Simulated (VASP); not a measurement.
# TiC (Cmmm) in VASP: single point with PBE

Aim: the single point of TiC with PBE.

All numbers are computed with VASP 6.6.1; they aren't measurements. Logs are shortened: lines on timing, memory, paths and dates and some standing lists are left out, and cuts for length are marked.

## (1) The cell of the first run

The structure is orthorhombic, space group Cmmm (No. 65). The conventional cell has a = 3.137 Å, b = 4.701 Å, c = 2.893 Å, α = 90.00°, β = 90.00°, γ = 90.00°. Within 2.9 Å of Ti (site symmetry mmm) lie 8 C at 2.13 to 2.76 Å and 6 Ti at 2.83 to 2.89 Å. Within 2.9 Å of C (site symmetry mmm) lie 8 Ti at 2.13 to 2.76 Å and 6 C at 2.83 to 2.89 Å.

The cell was built from a structure type or drawn by symmetry, and may not be a known phase.

## (2) Single point, PBE

File INCAR:

```
PREC     = Accurate       # precision mode
ENCUT    = 520            # plane-wave cutoff, eV
EDIFF    = 1E-6           # SCF threshold, eV
ISMEAR   = 0              # smearing method
SIGMA    = 0.1            # smearing width, eV
LREAL    = F              # projectors in reciprocal space
LASPH    = T              # aspherical terms in the spheres
NELM     = 80             # most SCF steps
ALGO     = Normal         # electronic algorithm
ISIF     = 2              # what is computed and relaxed
LWAVE    = F              # write WAVECAR
LCHARG   = F              # write CHGCAR
GGA      = PE             # functional
NBANDS   = 15             # bands
```

File KPOINTS:

```
regular mesh
0
Gamma
  22 22 20
```

File POSCAR:

```
TiC
1.0
    1.5682588628     -2.3502990059      0.0000000000
    1.5682588628      2.3502990059      0.0000000000
    0.0000000000      0.0000000000      2.8930113546
Ti C
1 1
Direct
    0.5000000000      0.5000000000      0.0000000000
    0.0000000000      0.0000000000      0.5000000000
```

Potentials or basis: VASP PAW PBE potentials, release 64 (Ti_sv, C).

The run is started by

```console
$ cat potpaw_PBE.64/Ti_sv/POTCAR potpaw_PBE.64/C/POTCAR > POTCAR
$ mpirun -np 1 vasp_std > vasp.out
```

OUTCAR:

```text
PREC = Accurate
   ENCUT = 520
   EDIFF = 1E-6
   ISMEAR = 0
   LREAL = F
   LASPH = T
   NELM = 80
   ISIF = 2
   GGA = PE

 ion  position               nearest neighbor table
   1  0.500  0.500  0.000-   2 2.13   2 2.13   2 2.13   2 2.13
   2  0.000  0.000  0.500-   1 2.13   1 2.13   1 2.13   1 2.13

  LATTYP: Found a base centered orthorhombic cell.
 ALAT       =     3.1365177256
 B/A-ratio  =     1.4986677657
 C/A-ratio  =     0.9223641018

  Lattice vectors:

 A1 = (   1.5682588628,  -2.3502990059,   0.0000000000)
 A2 = (   1.5682588628,   2.3502990059,   0.0000000000)
 A3 = (   0.0000000000,   0.0000000000,   2.8930113546)

Analysis of symmetry for initial positions (statically):
=====================================================================
 Subroutine PRICEL returns:
 Original cell was already a primitive cell.

 Routine SETGRP: Setting up the symmetry group for a
 base centered orthorhombic supercell.

 Subroutine GETGRP returns: Found  8 space group operations
 (whereof  8 operations were pure point group operations)
 out of a pool of  8 trial point group operations.

The static configuration has the point symmetry D_2h.

Analysis of symmetry for dynamics (positions and initial velocities):
=====================================================================
 Subroutine PRICEL returns:
 Original cell was already a primitive cell.

 Routine SETGRP: Setting up the symmetry group for a
 base centered orthorhombic supercell.

 Subroutine GETGRP returns: Found  8 space group operations
 (whereof  8 operations were pure point group operations)
 out of a pool of  8 trial point group operations.

The dynamic configuration has the point symmetry D_2h.

 Subroutine INISYM returns: Found  8 space group operations
 (whereof  8 operations are pure point group operations),
 and found     1 'primitive' translations

----------------------------------------------------------------------------------------

                                     Primitive cell

  volume of cell :      21.3266

  direct lattice vectors                    reciprocal lattice vectors
     1.568258863 -2.350299006  0.000000000     0.318824916 -0.212738889  0.000000000
     1.568258863  2.350299006  0.000000000     0.318824916  0.212738889  0.000000000
     0.000000000  0.000000000  2.893011355     0.000000000  0.000000000  0.345660586

  length of vectors
     2.825480716  2.825480716  2.893011355     0.383284701  0.383284701  0.345660586

  position of ions in fractional coordinates (direct lattice)
     0.500000000  0.500000000  0.000000000
     0.000000000  0.000000000  0.500000000

  ion indices of the primitive-cell ions
   primitive index   ion index
                 1           1
                 2           2

----------------------------------------------------------------------------------------

 KPOINTS: regular mesh

Automatic generation of k-mesh.
 Grid dimensions read from file:
 generate k-points for:   22   22   20

 Generating k-lattice:

  Cartesian coordinates                     Fractional coordinates (reciprocal lattice)
     0.014492042 -0.009669950  0.000000000     0.045454545  0.000000000  0.000000000
     0.014492042  0.009669950  0.000000000     0.000000000  0.045454545  0.000000000
     0.000000000  0.000000000  0.017283029     0.000000000  0.000000000  0.050000000

  Length of vectors
     0.017422032  0.017422032  0.017283029

  Shift w.r.t. Gamma in fractional coordinates (k-lattice)
     0.000000000  0.000000000  0.000000000

 Subroutine IBZKPT returns following result:
 ===========================================

 Found   1463 irreducible k-points:

 Following reciprocal coordinates:
            Coordinates               Weight
  0.000000  0.000000  0.000000      1.000000
  0.045455 -0.000000  0.000000      4.000000
  0.090909 -0.000000  0.000000      4.000000
  0.136364  0.000000  0.000000      4.000000
  0.181818 -0.000000  0.000000      4.000000
  0.227273 -0.000000  0.000000      4.000000
[... 16 lines left out ...]
  0.500000  0.045455  0.000000      4.000000
 -0.454545  0.045455  0.000000      4.000000
 [... further k-points ...]
   k-points           NKPTS =   1463   k-points in BZ     NKDIM =   1463   number of bands    NBANDS=     15
   number of dos      NEDOS =    301   number of ions     NIONS =      2
   total plane-waves  NPLWV =  13824
   dimension x,y,z NGX =    24 NGY =   24 NGZ =   24
   dimension x,y,z NGXF=    48 NGYF=   48 NGZF=   48
   ions per type =               1   1
   NGX,Y,Z   is equivalent  to a cutoff of  14.12, 14.12, 13.79 a.u.
   NGXF,Y,Z  is equivalent  to a cutoff of  28.24, 28.24, 27.58 a.u.
 SYSTEM =  unknown system
   PREC   = accura    normal or accurate (medium, high low for compatibility)
   ISTART =      0    job   : 0-new  1-cont  2-samecut
   ICHARG =      2    charge: 1-file 2-atom 10-const
   ISPIN  =      1    spin polarized calculation?
   LNONCOLLINEAR =      F non collinear calculations
   LSORBIT =      F    spin-orbit coupling
   LASPH  =      T    aspherical Exc in radial PAW
   ENCUT  =  520.0 eV  38.22 Ry    6.18 a.u.   5.25  5.25  5.38*2*pi/ulx,y,z
   NELM   =     80;   NELMIN=  2; NELMDL= -5     # of ELM steps
   EDIFF  = 0.1E-05   stopping-criterion for ELM
   LREAL  =      F    real-space projection
   EDIFFG = 0.1E-04   stopping-criterion for IOM
   NSW    =      0    number of steps for IOM
   IBRION =     -1    ionic relax: 0-MD 1-quasi-New 2-CG
   NFREE  =      0    steps in history (QN), initial steepest desc. (CG)
   ISIF   =      2    stress and relaxation
   ISYM   =      2    0-nonsym 1-usesym 2-fastsym
   POTIM  = 0.5000    time-step for ionic-motion
   TEBEG  =    0.0;   TEEND  =   0.0 temperature during run
   PSTRESS=    0.0 pullay stress
   NELECT =      16.0000    total number of electrons
   NUPDOWN=      -1.0000    fix difference up-down
   EMIN   =  10.00;   EMAX   =-10.00  energy-range for DOS
   EFERMI =   0.00;   METHOD = LEGACY
   ISMEAR =     0;   SIGMA  =   0.10  broadening in eV -4-tet -1-fermi 0-gaus
   EFERMI_NEDOS =   21; number of points for ismear=-14 and -15
   IALGO  =     38    algorithm
   IMIX   =      4    mixing-type and parameters
     AMIX     =   0.40;   BMIX     =  1.00
     AMIX_MAG =   1.60;   BMIX_MAG =  1.00
  volume/ion in A,a.u.               =      10.66        71.96
  Fermi-wavevector in a.u.,A,eV,Ry     =   1.487560  2.811081 30.107445  2.212835
  Thomas-Fermi vector in A             =   2.600705
   LORBIT       =      0    0 simple, 1 ext, 2 COOP (PROOUT), +10 PAW based schemes
   GGA     = PE    functional components
   LHFCALC =     F    Hartree Fock is set to
   AEXX    =    0.0000 exact exchange contribution
   IVDW    =     0    specifies the selected vdW correction
   LEPSILON=     F    determine dielectric tensor
   LRPA    =     F    only Hartree local field effects (RPA)
 non-spin polarized calculation
 Gauss-broadening in eV      SIGMA  =   0.10
  energy-cutoff  :      520.00
  volume of cell :       21.33
 maximum number of plane-waves:       590
 NGX is ok and might be reduce to    24
   NGX = 11   NGY = 11   NGZ = 11

 number of electron      16.0000003 magnetization

 Free energy of the ion-electron system (eV)
  ---------------------------------------------------
  ext. energy  EPLUGINS =         0.00000000
  ---------------------------------------------------
  free energy    TOTEN  =       -17.20011447 eV

  energy without entropy =      -17.19731365  energy(sigma->0) =      -17.19871406

 E-fermi :   9.2313     XC(G=0): -12.4496

 val. band max:        9.2298812446   @ k =  -0.0455   0.0455   0.2000
 cond. band min:       9.2322595529   @ k =  -0.3636   0.2727   0.0000
 fundamental gap:      0.0023783083
 Fermi energy:         9.2313392001

 k-point     1 :       0.0000    0.0000    0.0000
  band No.  band energies     occupation
      1     -47.5733      2.00000
      2     -23.6677      2.00000
      3     -23.5579      2.00000
      4     -23.5112      2.00000
      5      -3.4001      2.00000
      6       7.7028      2.00000
      7       8.9690      1.99979
      8       9.8115      0.00000
      9      10.2741      0.00000
     10      10.6985      0.00000
     11      11.3239      0.00000
     12      11.7597      0.00000
     13      12.3769      0.00000
     14      19.2915      0.00000
     15      25.6307      0.00000

 k-point     2 :       0.0455   -0.0000    0.0000
  band No.  band energies     occupation
      1     -47.5717      2.00000
      2     -23.6739      2.00000
      3     -23.5564      2.00000
      4     -23.5183      2.00000
      5      -3.3574      2.00000
      6       7.6951      2.00000
      7       8.8608      2.00000
      8       9.6396      0.00000
      9      10.1656      0.00000
     10      10.6854      0.00000
     11      11.5374      0.00000
     12      11.9558      0.00000
     13      12.3769      0.00000
     14      19.3534      0.00000
     15      25.5088      0.00000

 k-point     3 :       0.0909   -0.0000    0.0000
  band No.  band energies     occupation
      1     -47.5671      2.00000
      2     -23.6941      2.00000
      3     -23.5519      2.00000
      4     -23.5366      2.00000
      5      -3.2306      2.00000
      6       7.6614      2.00000
      7       8.5110      2.00000
      8       9.2573      0.71337
      9      10.0939      0.00000
     10      10.6578      0.00000
     11      11.9561      0.00000
     12      12.2494      0.00000
     13      12.5383      0.00000
     14      19.5225      0.00000
     15      24.7851      0.00000
[... 343 lines left out ...]
 k-point    23 :       0.5000    0.0455    0.0000
  band No.  band energies     occupation
      1     -47.4943      2.00000
      2     -24.1620      2.00000
      3     -23.6536      2.00000
      4     -23.4817      2.00000
      5      -0.1960      2.00000
      6       3.3256      2.00000
      7       6.4394      2.00000
      8       6.8638      2.00000
      9      11.5516      0.00000
     10      11.7705      0.00000
     11      13.6240      0.00000
     12      14.0523      0.00000
     13      17.1275      0.00000
     14      17.7575      0.00000
     15      21.3219      0.00000

 k-point    24 :      -0.4545    0.0455    0.0000
  band No.  band energies     occupation
      1     -47.4966      2.00000
      2     -24.1483      2.00000
      3     -23.6467      2.00000
      4     -23.4844      2.00000
      5      -0.4309      2.00000
      6       3.5967      2.00000
      7       6.5311      2.00000
      8       6.9568      2.00000
      9      11.4031      0.00000
     10      11.7874      0.00000
     11      13.4426      0.00000
     12      14.0405      0.00000
     13      16.8419      0.00000
     14      17.9424      0.00000
     15      21.4629      0.00000

 [... further k-points ...]

------------------------ aborting loop because EDIFF is reached ----------------------------------------

  FORCE on cell =-STRESS in cart. coord.  units (eV):
  Direction    XX          YY          ZZ          XY          YZ          ZX
  --------------------------------------------------------------------------------------
  -------------------------------------------------------------------------------------
  Total        0.0322992     -0.0402231      0.0228509      0.0000000      0.0000000      0.0000000
  in kB        2.4265034     -3.0217935      1.7166948      0.0000000      0.0000000      0.0000000
  external PRESSURE =       0.3738016 kB  Pullay stress =       0.0000000 kB

 VOLUME and BASIS-vectors are now :
 -----------------------------------------------------------------------------
  energy-cutoff  :      520.00
  volume of cell :       21.33
      direct lattice vectors                 reciprocal lattice vectors
     1.568258863 -2.350299006  0.000000000     0.318824916 -0.212738889  0.000000000
     1.568258863  2.350299006  0.000000000     0.318824916  0.212738889  0.000000000
     0.000000000  0.000000000  2.893011355     0.000000000  0.000000000  0.345660586

 POSITION                                       TOTAL-FORCE (eV/Angst)
 -----------------------------------------------------------------------------------
      1.56826      0.00000      0.00000        -0.000000     -0.000000      0.000000
      0.00000      0.00000      1.44651         0.000000      0.000000      0.000000
 -----------------------------------------------------------------------------------
    total drift:                               -0.000000     -0.000000     -0.000000

  FREE ENERGIE OF THE ION-ELECTRON SYSTEM (eV)
  ---------------------------------------------------
  free  energy   TOTEN  =       -17.2001144690 eV

  energy  without entropy=      -17.1973136546  energy(sigma->0) =      -17.19871406
```

Run time: 3.3 min. Hardware: 1 thread of Intel Xeon Platinum 8488C (Sapphire Rapids), shared host; peak memory 0.55 GiB.

What came out:

```yaml
Free_energy: -17.2001 eV
Pressure: 0.0 GPa
Band_gap_on_the_k_mesh: zero (bands 8 and 9 overlap by 1.19 eV)
```
